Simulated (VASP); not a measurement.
Rh:

```
Rh
1.0
     0.00000    2.61000    2.61000
     2.61000    0.00000    2.61000
     2.61000    2.61000    0.00000
Rh
2
Direct
  0.00000 0.00000 0.00000
  0.25000 0.25000 0.25000
```

This isn't the form of Rh at room conditions, which is fcc.

| Property | Result |
| --- | --- |
| Program | VASP 6.6.1 |
| Task | relaxation of cell and atoms |
| Functional | PBEsol |
| Potentials or basis | VASP PAW PBE potentials, release 64 (Rh_pv) |
| Cutoff | 500 eV |
| k mesh | 15 × 15 × 15 |
| Occupations | gaussian, width 0.05 eV |
| Spin | no spin polarisation |

At the start: pressure 24.3 GPa; volume 17.78 Å³/atom.

Question: Where does the relaxation end?

Answer: Over 5 steps the energy falls by 152.8 meV/atom and the volume is 20.04 Å³/atom (+12.7 %); space group Fd-3m (No. 227, to 0.1 Å) before and after.

The path:
| step | energy change (eV) | largest force (eV/Å) | pressure (GPa) | volume (Å³) |
| --- | --- | --- | --- | --- |
| 1 | 0.0000 | 0.0000 | 24.31 | 35.56 |
| 2 | 0.6127 | 0.0000 | -20.47 | 51.33 |
| 3 | -0.3038 | 0.0000 | -1.44 | 40.49 |
| 4 | -0.3055 | 0.0000 | -0.26 | 40.17 |
| 5 | -0.3055 | 0.0000 | 0.10 | 40.07 |

Final structure:
```
CELL_PARAMETERS angstrom
0.00000 2.71604 2.71604
2.71604 0.00000 2.71604
2.71604 2.71604 0.00000
ATOMIC_POSITIONS crystal
Rh 0.00000 0.00000 0.00000
Rh 0.25000 0.25000 0.25000
```

Caveat: the PAW data sets were made with another functional, which shifts forces and pressure a little.
